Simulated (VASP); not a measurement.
Ta, 1 atom in the cell. It takes space group Im-3m (No. 229, cubic). Conventional cell: a = 3.303 Å, b = 3.303 Å, c = 3.303 Å, α = 90.00°, β = 90.00°, γ = 90.00°. Ta (site symmetry m-3m) has 14 Ta at 2.86 to 3.30 Å within 3.8 Å. 

* Program: VASP 6.6.1
* Task: relaxation of cell and atoms
* Functional: LDA
* Potentials or basis: VASP PAW LDA potentials, release 64 (Ta_pv)
* Cutoff: 600 eV
* k mesh: 11 × 11 × 11
* Occupations: fermi-dirac, width 0.05 eV
* Spin: no spin polarisation
* Dipole correction: no
* Further INCAR settings: ALGO = Normal; EDIFF = 1e-06; IBRION = 2; EDIFFG = -0.01; NSW = 60; ISIF = 3

Potentials or basis: VASP PAW LDA potentials, release 64 (Ta_pv).

Command:

```bash
$ cat potpaw_LDA.64/Ta_pv/POTCAR > POTCAR
$ mpirun -np 1 vasp_std > vasp.out
```

Hardware: 1 thread of AMD EPYC 9R45 96-Core Processor (Zen 5), with other jobs on the host.

Task: How long does it take, and how much memory?

Result: It took 12 s on 1 thread of AMD EPYC 9R45 96-Core Processor (Zen 5), on a shared host, peak memory 0.11 GiB. Counts: scf iterations 28, k points 56, ion steps 4.
